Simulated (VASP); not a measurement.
A run of VASP 6.6.1 is set up as follows.

The input INCAR:

```
PREC = Accurate
ENCUT = 520
EDIFF = 1E-7
ISMEAR = 0
SIGMA = 0.05
LREAL = F
LASPH = T
NELM = 60
ALGO = Normal
ISIF = 2
LWAVE = F
LCHARG = F
GGA = PE
NBANDS = 33
```

Contents of KPOINTS:

```
regular mesh
0
Gamma
  10 10 10
```

Contents of POSCAR:

```
TiO2
1.0
   -1.9565996073      1.9565996073      4.9211751310
    1.9565996073     -1.9565996073      4.9211751310
    1.9565996073      1.9565996073     -4.9211751310
Ti O
2 4
Direct
    0.0000000000      0.0000000000      0.0000000000
    0.7500000000      0.2500000000      0.5000000000
    0.2065067269      0.2065067269      0.0000000000
    0.9565067269      0.4565067269      0.5000000000
    0.5434932731      0.0434932731      0.5000000000
    0.7934932731      0.7934932731      0.0000000000
```

Potentials or basis: VASP PAW PBE potentials, release 64 (Ti_sv, O).

The run is started by

```console
$ cat potpaw_PBE.64/Ti_sv/POTCAR potpaw_PBE.64/O/POTCAR > POTCAR
$ mpirun -np 1 vasp_std > vasp.out
```

Q: Estimate the band gap on the k mesh.

A: 1.93 eV (least direct gap 2.20 eV).

Q: Predict the pressure.

A: -12.3 GPa.

Q: What does it give for the largest force?

A: 0.231 eV/Å.

Forces on the atoms (eV/Å):
```
Ti   0.000  0.000  0.000
Ti   0.000  0.000  0.000
O    0.000  0.000 -0.231
O    0.000  0.000 -0.231
O    0.000  0.000  0.231
O    0.000  0.000  0.231
```

Caveat: the cell differs from its parent crystal (strain +0.030 along x and y, +0.015 along z); the cell stands under tension. A k mesh can miss the band edges.
